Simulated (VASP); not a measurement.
# GeH2Pd2 (C2/c) in VASP: single point with r2SCAN

Aim: the single point of GeH2Pd2 with r2SCAN.

Program: VASP 6.6.1. These are calculated values, not measurements. Logs are shortened: lines on timing, memory, paths and dates and some standing lists are left out, and cuts for length are marked.

## Step 1: The cell of the first run

It takes space group C2/c (No. 15, monoclinic). Conventional cell: a = 10.735 Å, b = 4.424 Å, c = 5.473 Å, α = 90.00°, β = 118.55°, γ = 90.00°. Within 2.3 Å of H (site symmetry 1) lie 3 Pd at 1.76 to 1.91 Å and 1 H at 2.26 Å. Within 2.3 Å of Pd (site symmetry 1) lie 3 H at 1.76 to 1.91 Å. Ge (site symmetry 2) has 6 Pd at 2.49 to 2.71 Å and 10 H at 2.87 to 3.30 Å and 2 Ge at 2.95 Å within 3.4 Å.

## Step 2: Single point, r2SCAN

POSCAR

```
GeH2Pd2
1.0
    0.0000000000      4.4238881107      0.0000000000
    5.3618767479     -2.2119440554     -0.2481853682
    2.3906941708      0.0000000000     -4.9229841421
H Pd Ge
4 4 2
Direct
    0.1365724336      0.4664273714      0.6779625463
    0.6701450622      0.5335726286      0.8220374537
    0.8634275664      0.5335726286      0.3220374537
    0.3298549378      0.4664273714      0.1779625463
    0.2677376082      0.2559809643      0.9800820429
    0.0117566439      0.7440190357      0.5199179571
    0.7322623918      0.7440190357      0.0199179571
    0.9882433561      0.2559809643      0.4800820429
    0.3764309327      0.0000000000      0.7500000000
    0.6235690673      0.0000000000      0.2500000000
```

INCAR.step1

```
SYSTEM = GeH2Pd2
ALGO     = Normal         ! electronic algorithm
EDIFF    = 1E-4           ! SCF threshold, eV
ENCUT    = 520            ! plane-wave cutoff, eV
GGA      = PE             ! functional
ISMEAR   = 1              ! smearing method
LASPH    = .True.         ! aspherical terms in the spheres
LCHARG   = .False.        ! write CHGCAR
LREAL    = .False.        ! projectors in reciprocal space
LWAVE    = .True.         ! write WAVECAR
NBANDS   = 47             ! bands
NELM     = 100            ! most SCF steps
PREC     = Accurate       ! precision mode
SIGMA    = 0.1377         ! smearing width, eV
```

INCAR.step2

```
SYSTEM = GeH2Pd2
ALGO     = Normal         ! electronic algorithm
EDIFF    = 1E-6           ! SCF threshold, eV
ENCUT    = 520            ! plane-wave cutoff, eV
ISIF     = 2              ! what is computed and relaxed
ISMEAR   = 1              ! smearing method
ISTART   = 1            
LASPH    = .True.         ! aspherical terms in the spheres
LCHARG   = .False.        ! write CHGCAR
LMIXTAU  = .True.       
LREAL    = .False.        ! projectors in reciprocal space
LWAVE    = .False.        ! write WAVECAR
METAGGA  = R2SCAN         ! meta-GGA
NBANDS   = 47             ! bands
NELM     = 100            ! most SCF steps
PREC     = Accurate       ! precision mode
SIGMA    = 0.1377         ! smearing width, eV
```

KPOINTS

```
k-points
0
Gamma
  5 5 3
  0 0 0
```

Potentials or basis: VASP PAW PBE potentials, release 64 (H, Pd, Ge_d).

Run with:

```console
$ cat potpaw_PBE.64/H/POTCAR potpaw_PBE.64/Pd/POTCAR potpaw_PBE.64/Ge_d/POTCAR > POTCAR
$ cp INCAR.step1 INCAR
$ mpirun -np 1 vasp_std > vasp.out
$ cp INCAR.step2 INCAR
$ mpirun -np 1 vasp_std > vasp.out
```

OUTCAR:

```text
SYSTEM = GeH2Pd2
   EDIFF = 1E-6
   ENCUT = 520
   ISIF = 2
   ISMEAR = 1
   ISTART = 1
   LASPH = .True.
   LREAL = .False.
   METAGGA = R2SCAN
   NELM = 100
   PREC = Accurate

 ion  position               nearest neighbor table
   1  0.137  0.466  0.678-   6 1.76   5 1.82   8 1.91
   2  0.670  0.534  0.822-   5 1.76   6 1.82   7 1.91
   3  0.863  0.534  0.322-   8 1.76   7 1.82   6 1.91
   4  0.330  0.466  0.178-   7 1.76   8 1.82   5 1.91
   5  0.268  0.256  0.980-   2 1.76   1 1.82   4 1.91   9 2.49  10 2.59  10 2.71   7 2.90   6 2.92
                             7 2.92   8 3.00   8 3.00   6 3.43   6 3.43
   6  0.012  0.744  0.520-   1 1.76   2 1.82   3 1.91   9 2.49  10 2.59  10 2.71   8 2.90   5 2.92
                             8 2.92   7 3.00   7 3.00   5 3.43   5 3.43
   7  0.732  0.744  0.020-   4 1.76   3 1.82   2 1.91  10 2.49   9 2.59   9 2.71   5 2.90   8 2.92
                             5 2.92   6 3.00   6 3.00   8 3.43   8 3.43
   8  0.988  0.256  0.480-   3 1.76   4 1.82   1 1.91  10 2.49   9 2.59   9 2.71   6 2.90   7 2.92
                             6 2.92   5 3.00   5 3.00   7 3.43   7 3.43
   9  0.376  0.000  0.750-   6 2.49   5 2.49   8 2.59   7 2.59   7 2.71   8 2.71
  10  0.624  0.000  0.250-   8 2.49   7 2.49   6 2.59   5 2.59   5 2.71   6 2.71

  LATTYP: Found a base centered monoclinic cell.
 ALAT       =    10.7352351137
 B/A-ratio  =     0.4120904725
 C/A-ratio  =     0.5097949058
 COS(beta)  =    -0.4779599273

  Lattice vectors:

 A1 = (  -5.3618767479,  -2.2119440553,   0.2481853682)
 A2 = (  -5.3618767479,   2.2119440554,   0.2481853682)
 A3 = (   2.3906941708,   0.0000000000,  -4.9229841421)

Analysis of symmetry for initial positions (statically):
=====================================================================
 Subroutine PRICEL returns:
 Original cell was already a primitive cell.

 Routine SETGRP: Setting up the symmetry group for a
 base centered monoclinic supercell.

 Subroutine GETGRP returns: Found  4 space group operations
 (whereof  2 operations were pure point group operations)
 out of a pool of  4 trial point group operations.

The static configuration has the point symmetry S_2 .
 The point group associated with its full space group is C_2h.

Analysis of symmetry for dynamics (positions and initial velocities):
=====================================================================
 Subroutine PRICEL returns:
 Original cell was already a primitive cell.

 Routine SETGRP: Setting up the symmetry group for a
 base centered monoclinic supercell.

 Subroutine GETGRP returns: Found  4 space group operations
 (whereof  2 operations were pure point group operations)
 out of a pool of  4 trial point group operations.

The dynamic configuration has the point symmetry S_2 .
 The point group associated with its full space group is C_2h.

 Subroutine INISYM returns: Found  4 space group operations
 (whereof  2 operations are pure point group operations),
 and found     1 'primitive' translations

----------------------------------------------------------------------------------------

                                     Primitive cell

  volume of cell :     114.1500

  direct lattice vectors                    reciprocal lattice vectors
     0.000000000  4.423888111  0.000000000     0.095395211  0.226045500  0.046325718
     5.361876748 -2.211944055 -0.248185368     0.190790423  0.000000000  0.092651436
     2.390694171  0.000000000 -4.922984142    -0.009618433  0.000000000 -0.207799721

  length of vectors
     4.423888111  5.805515889  5.472768174     0.249685575  0.212097322  0.208022206

  position of ions in fractional coordinates (direct lattice)
     0.136572434  0.466427371  0.677962546
     0.670145062  0.533572629  0.822037454
     0.863427566  0.533572629  0.322037454
     0.329854938  0.466427371  0.177962546
     0.267737608  0.255980964  0.980082043
     0.011756644  0.744019036  0.519917957
     0.732262392  0.744019036  0.019917957
     0.988243356  0.255980964  0.480082043
     0.376430933  0.000000000  0.750000000
     0.623569067  0.000000000  0.250000000

  ion indices of the primitive-cell ions
   primitive index   ion index
                 1           1
                 2           2
                 3           3
                 4           4
                 5           5
                 6           6
                 7           7
                 8           8
                 9           9
                10          10

----------------------------------------------------------------------------------------

 KPOINTS: k-points

Automatic generation of k-mesh.
 Grid dimensions read from file:
 generate k-points for:    5    5    3

 Generating k-lattice:

  Cartesian coordinates                     Fractional coordinates (reciprocal lattice)
     0.019079042  0.045209100  0.009265144     0.200000000  0.000000000  0.000000000
     0.038158085  0.000000000  0.018530287     0.000000000  0.200000000  0.000000000
    -0.003206144  0.000000000 -0.069266574     0.000000000 -0.000000000  0.333333333

  Length of vectors
     0.049937115  0.042419464  0.069340735

  Shift w.r.t. Gamma in fractional coordinates (k-lattice)
     0.000000000  0.000000000  0.000000000

 Subroutine IBZKPT returns following result:
 ===========================================

 Found     24 irreducible k-points:

 Following reciprocal coordinates:
            Coordinates               Weight
  0.000000  0.000000  0.000000      1.000000
  0.200000 -0.000000  0.000000      4.000000
  0.400000 -0.000000  0.000000      4.000000
  0.000000  0.200000  0.000000      2.000000
  0.200000  0.200000  0.000000      4.000000
  0.400000  0.200000  0.000000      4.000000
[... 16 lines left out ...]
  0.200000 -0.400000  0.333333      4.000000
  0.000000 -0.200000  0.333333      2.000000
   k-points           NKPTS =     24   k-points in BZ     NKDIM =     24   number of bands    NBANDS=     47
   number of dos      NEDOS =    301   number of ions     NIONS =     10
   total plane-waves  NPLWV =  72576
   dimension x,y,z NGX =    36 NGY =   48 NGZ =   42
   dimension x,y,z NGXF=    72 NGYF=   96 NGZF=   84
   ions per type =               4   4   2
   NGX,Y,Z   is equivalent  to a cutoff of  13.53, 13.75, 12.76 a.u.
   NGXF,Y,Z  is equivalent  to a cutoff of  27.06, 27.49, 25.52 a.u.
 SYSTEM =  GeH2Pd2
   PREC   = accura    normal or accurate (medium, high low for compatibility)
   ISTART =      1    job   : 0-new  1-cont  2-samecut
   ICHARG =      0    charge: 1-file 2-atom 10-const
   ISPIN  =      1    spin polarized calculation?
   LNONCOLLINEAR =      F non collinear calculations
   LSORBIT =      F    spin-orbit coupling
   LASPH  =      T    aspherical Exc in radial PAW
   ENCUT  =  520.0 eV  38.22 Ry    6.18 a.u.   8.23 10.79 10.18*2*pi/ulx,y,z
   NELM   =    100;   NELMIN=  2; NELMDL=  0     # of ELM steps
   EDIFF  = 0.1E-05   stopping-criterion for ELM
   LREAL  =      F    real-space projection
   EDIFFG = 0.1E-04   stopping-criterion for IOM
   NSW    =      0    number of steps for IOM
   IBRION =     -1    ionic relax: 0-MD 1-quasi-New 2-CG
   NFREE  =      0    steps in history (QN), initial steepest desc. (CG)
   ISIF   =      2    stress and relaxation
   ISYM   =      2    0-nonsym 1-usesym 2-fastsym
   POTIM  = 0.5000    time-step for ionic-motion
   TEBEG  =    0.0;   TEEND  =   0.0 temperature during run
   PSTRESS=    0.0 pullay stress
   NELECT =      72.0000    total number of electrons
   NUPDOWN=      -1.0000    fix difference up-down
   EMIN   =  10.00;   EMAX   =-10.00  energy-range for DOS
   EFERMI =   0.00;   METHOD = LEGACY
   ISMEAR =     1;   SIGMA  =   0.14  broadening in eV -4-tet -1-fermi 0-gaus
   EFERMI_NEDOS =   21; number of points for ismear=-14 and -15
   IALGO  =     38    algorithm
   IMIX   =      4    mixing-type and parameters
     AMIX     =   0.40;   BMIX     =  1.00
     AMIX_MAG =   1.60;   BMIX_MAG =  1.00
  volume/ion in A,a.u.               =      11.42        77.03
  Fermi-wavevector in a.u.,A,eV,Ry     =   1.403978  2.653134 26.819185  1.971154
  Thomas-Fermi vector in A             =   2.526586
   LORBIT       =      0    0 simple, 1 ext, 2 COOP (PROOUT), +10 PAW based schemes
   METAGGA = R2SCAN    functional components
   LHFCALC =     F    Hartree Fock is set to
   AEXX    =    0.0000 exact exchange contribution
   IVDW    =     0    specifies the selected vdW correction
   LEPSILON=     F    determine dielectric tensor
   LRPA    =     F    only Hartree local field effects (RPA)
 non-spin polarized calculation
 Methfessel and Paxton  Order N= 1 SIGMA  =   0.14
  energy-cutoff  :      520.00
  volume of cell :      114.15
 maximum number of plane-waves:      3091
 NGX is ok and might be reduce to    36
   NGX = 17   NGY = 21   NGZ = 21

 number of electron      72.0000015 magnetization

 Free energy of the ion-electron system (eV)
  ---------------------------------------------------
  ext. energy  EPLUGINS =         0.00000000
  ---------------------------------------------------
  free energy    TOTEN  =      -134.45384825 eV

  energy without entropy =     -134.45482888  energy(sigma->0) =     -134.45417512

 E-fermi :   7.5491     XC(G=0): -12.7750

 val. band max:        7.5488882493   @ k =   0.0000   0.2000   0.0000
 cond. band min:       7.6035254997   @ k =   0.0000  -0.2000   0.3333
 fundamental gap:      0.0546372503
 Fermi energy:         7.5491387535

 k-point     1 :       0.0000    0.0000    0.0000
  band No.  band energies     occupation
      1     -18.1600      2.00000
      2     -18.1600      2.00000
      3     -18.1268      2.00000
      4     -18.1196      2.00000
      5     -18.1141      2.00000
      6     -18.0993      2.00000
[... 39 lines left out ...]
     46      16.6108      0.00000
     47      16.9890      0.00000

 k-point     2 :       0.2000   -0.0000    0.0000
  band No.  band energies     occupation
      1     -18.1601      2.00000
      2     -18.1596      2.00000
      3     -18.1266      2.00000
      4     -18.1203      2.00000
      5     -18.1149      2.00000
      6     -18.0995      2.00000
[... 39 lines left out ...]
     46      15.8563      0.00000
     47      16.5108      0.00000

 k-point     3 :       0.4000   -0.0000    0.0000
  band No.  band energies     occupation
      1     -18.1601      2.00000
      2     -18.1592      2.00000
      3     -18.1264      2.00000
      4     -18.1215      2.00000
      5     -18.1161      2.00000
      6     -18.0999      2.00000
[... 1039 lines left out ...]
     46      15.4220      0.00000
     47      15.8044      0.00000

 k-point    24 :       0.0000   -0.2000    0.3333
  band No.  band energies     occupation
      1     -18.1549      2.00000
      2     -18.1540      2.00000
      3     -18.1340      2.00000
      4     -18.1312      2.00000
      5     -18.1114      2.00000
      6     -18.1053      2.00000
[... 39 lines left out ...]
     46      14.5569      0.00000
     47      15.5095      0.00000

------------------------ aborting loop because EDIFF is reached ----------------------------------------

  FORCE on cell =-STRESS in cart. coord.  units (eV):
  Direction    XX          YY          ZZ          XY          YZ          ZX
  --------------------------------------------------------------------------------------
  -------------------------------------------------------------------------------------
  Total        0.1774782      0.1960907      0.1264273     -0.0000000     -0.0000000      0.0180985
  in kB        2.4910338      2.7522739      1.7744980     -0.0000000     -0.0000000      0.2540260
  external PRESSURE =       2.3392686 kB  Pullay stress =       0.0000000 kB

 VOLUME and BASIS-vectors are now :
 -----------------------------------------------------------------------------
  energy-cutoff  :      520.00
  volume of cell :      114.15
      direct lattice vectors                 reciprocal lattice vectors
     0.000000000  4.423888111  0.000000000     0.095395211  0.226045500  0.046325718
     5.361876748 -2.211944055 -0.248185368     0.190790423  0.000000000  0.092651436
     2.390694171  0.000000000 -4.922984142    -0.009618433  0.000000000 -0.207799721

 POSITION                                       TOTAL-FORCE (eV/Angst)
 -----------------------------------------------------------------------------------
      4.12173     -0.42753     -3.45336         0.000181      0.005950     -0.001532
      4.82619      1.78441     -4.17930        -0.000181      0.005950      0.001532
      3.63084      2.63947     -1.71781        -0.000181     -0.005950      0.001532
      2.92638      0.42753     -0.99187         0.000181     -0.005950     -0.001532
      3.71561      0.61823     -4.88846        -0.017655      0.003074     -0.000023
      5.23230     -1.59372     -2.74420         0.017655      0.003074      0.000023
      4.03696      1.59372     -0.28271         0.017655     -0.003074      0.000023
      2.52027      3.80566     -2.42697        -0.017655     -0.003074     -0.000023
      1.79302      1.66529     -3.69224        -0.000000      0.003454      0.000000
      0.59767      2.75860     -1.23075        -0.000000     -0.003454      0.000000
 -----------------------------------------------------------------------------------
    total drift:                               -0.000000      0.000000      0.000000

  FREE ENERGIE OF THE ION-ELECTRON SYSTEM (eV)
  ---------------------------------------------------
  free  energy   TOTEN  =      -134.4538482455 eV

  energy  without entropy=     -134.4548288810  energy(sigma->0) =     -134.45417512
```

Run time: 7.7 min. Hardware: 1 thread of AMD EPYC 7R13 (Zen 3), shared host; peak memory 0.32 GiB.

Results:

```yaml
Free_energy: -134.4538 eV
Pressure: 0.2 GPa
Largest_force: 0.018 eV/Å
Band_gap_on_the_k_mesh: zero (bands 36 and 37 overlap by 1.94 eV)
```

Forces in eV/Å, atoms in the order of the input:
```
H    0.000  0.006 -0.002
H    0.000  0.006  0.002
H    0.000 -0.006  0.002
H    0.000 -0.006 -0.002
Pd  -0.018  0.003  0.000
Pd   0.018  0.003  0.000
Pd   0.018 -0.003  0.000
Pd  -0.018 -0.003  0.000
Ge   0.000  0.003  0.000
Ge   0.000 -0.003  0.000
```

Stress tensor (GPa, compression positive):
```
0.25 0.00 0.03
0.00 0.28 0.00
0.03 0.00 0.18
```

Levels at points of the mesh, in eV from the Fermi level:
| k point | band 32 | band 33 | band 34 | band 35 | band 36 | band 37 | band 38 | band 39 | band 40 | band 41 |
| --- | --- | --- | --- | --- | --- | --- | --- | --- | --- | --- |
| (0.00, 0.00, 0.00) | -2.23 | -2.09 | -2.03 | -0.17 | 0.60 | 0.65 | 1.23 | 1.54 | 1.56 | 2.57 |

Caveat: the k points lie up to 0.39 Å⁻¹ apart, too coarse for converged energies and pressures of a metal; the PAW data sets were made with another functional, which shifts forces and pressure a little.
